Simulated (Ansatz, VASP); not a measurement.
Two plane-wave programs on AlN

```
Al N
1.0
    -0.06108    2.03855    2.03855
     2.03855   -0.06108    2.03855
     2.03855    2.03855   -0.06108
Al N
1 1
Direct
  0.00000 0.00000 0.00000
  0.50000 0.50000 0.50000
```

Change from the starting cell: epitaxial_111 strain +4.0%.

Alike in both runs: task single point; functional PBE; k mesh 10 × 10 × 10; occupations fermi-dirac, width 0.02 eV; no spin polarisation.

|  | VASP | Ansatz |
| --- | --- | --- |
| version | VASP 6.6.1 | Ansatz 0.2.0 |
| potentials or method | VASP PAW PBE potentials, release 64 (Al, N) | plane waves, PAW |
| plane-wave cutoff (eV) | 520 | 420 |
| valence electrons in the cell | 8 | 8 |

```csv
,VASP,Ansatz,Ansatz less VASP
gap on the k mesh at the Fermi level (eV),3.45,3.47,+0.019
pressure (GPa),-11.2,-11.0,+0.23
"traceless stress, the component that is largest in VASP (GPa)",8.06,8.05,-0.005
```
